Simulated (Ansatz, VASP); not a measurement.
Zn4HO4 in VASP and in Ansatz

INCAR

```
  ALGO = Normal
  EDIFF = 1E-6
  ENCUT = 520
  GGA = PS
  ISIF = 2
  ISMEAR = 0
  LASPH = T
  LCHARG = F
  LREAL = F
  LWAVE = F
  NBANDS = 46
  NELM = 100
  PREC = Accurate
  SIGMA = 0.05
```

KPOINTS

```
k-points
0
Gamma
  4 4 8
```

The input POSCAR:

```
Zn4HO4
1.0
    5.5148137916      0.0000000000      0.0000000000
    0.0000000000      5.5148137916      0.0000000000
    0.0000000000      0.0000000000      3.2430062931
Zn O H
4 4 1
Direct
    0.1820657240      0.1820657240      0.5000000000
    0.8179342760      0.8179342760      0.5000000000
    0.6820657240      0.3179342760      0.0000000000
    0.3179342760      0.6820657240      0.0000000000
    0.8180023132      0.1819976868      0.5000000000
    0.1819976868      0.8180023132      0.5000000000
    0.6819976868      0.6819976868      0.0000000000
    0.3180023132      0.3180023132      0.0000000000
    1.0000405349     -0.2180023132      0.2000000000
```

Input for Ansatz:

```yaml
crystal:
  lattice:
    - [5.5148137916, 0.0, 0.0]
    - [0.0, 5.5148137916, 0.0]
    - [0.0, 0.0, 3.2430062931]
  atoms:
    - { symbol: Zn, position: [0.182065724, 0.182065724, 0.5] }
    - { symbol: Zn, position: [0.817934276, 0.817934276, 0.5] }
    - { symbol: Zn, position: [0.682065724, 0.317934276, 0.0] }
    - { symbol: Zn, position: [0.317934276, 0.682065724, 0.0] }
    - { symbol: O, position: [0.8180023132, 0.1819976868, 0.5] }
    - { symbol: O, position: [0.1819976868, 0.8180023132, 0.5] }
    - { symbol: O, position: [0.6819976868, 0.6819976868, 0.0] }
    - { symbol: O, position: [0.3180023132, 0.3180023132, 0.0] }
    - { symbol: H, position: [1.0000405349, -0.2180023132, 0.2] }
basis:
  ecutwfc: 420
kpoints:
  mp_grid: { grid: [4, 4, 8] }
hamiltonian:
  xc: pbesol
  pseudopotentials: { kind: paw, azcp: { folder: soft_1 } }
scf:
  occupations: { method: gaussian, width: 0.05 }
output:
  forces: true
  stress: true
  eigenvalues: true
  write_density: true
  write_potential: true
  elf: true
  volumetric_format: npy
```

Alike in both runs: task single point; functional PBEsol; k mesh 4 × 4 × 8; occupations gaussian, width 0.05 eV; no spin polarisation.

|  | VASP | Ansatz |
| --- | --- | --- |
| version | VASP 6.6.1 | Ansatz 0.2.0 |
| potentials or method | VASP PAW PBE potentials, release 64 (Zn, O, H), cutoff 520 eV | scalar-relativistic, plane waves, PAW |
| valence electrons in the cell | 73 | 73 |

|  | VASP | Ansatz | Ansatz less VASP |
| --- | --- | --- | --- |
| gap on the k mesh at the Fermi level (eV) | none | none | - |
| pressure (GPa) | 10.0 | 9.1 | -0.95 |
| traceless stress, the component that is largest in VASP (GPa) | -4.90 | -4.71 | +0.190 |
| rms of the force components (eV/Å) | 1.132 | 1.106 | -0.0252 |

VASP's potentials were made for PBE, not for PBEsol, and Ansatz warns of the same on its side. Atom by atom the forces differ by 0.027 eV/Å (rms over components). A gap of «none» marks a metal or a gap that the smearing closes.
